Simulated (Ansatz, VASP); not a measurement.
## SnTe in VASP and in Ansatz

```xyz
4
Lattice="3.7815 0.0000 0.0000 -1.8907 3.2749 0.0000 0.0000 0.0000 8.0577" Properties=species:S:1:pos:R:3 pbc="T T T"
Sn    0.0000    0.0000    0.0000
Sn    0.0000    0.0000    4.0289
Te    0.0000    2.1832    2.0144
Te    1.8907    1.0916    6.0433
```

Alike in both runs: task single point; functional PBE; k mesh 10 × 10 × 6; occupations fermi-dirac, width 0.1 eV; no spin polarisation.

|  | VASP | Ansatz |
| --- | --- | --- |
| version | VASP 6.6.1 | Ansatz 0.2.0 |
| potentials or method | VASP PAW PBE potentials, release 64 (Sn_d, Te), cutoff 520 eV | all-electron LAPW, scalar-relativistic |

|  | VASP | Ansatz | Ansatz less VASP |
| --- | --- | --- | --- |
| pressure (GPa) | 17.0 | 17.0 | 0.00 |
| traceless stress, the component that is largest in VASP (GPa) | 0.06 | 0.04 | -0.025 |

Ansatz ran all-electron here, and VASP with PAW potentials.

Spin-orbit coupling is off throughout.
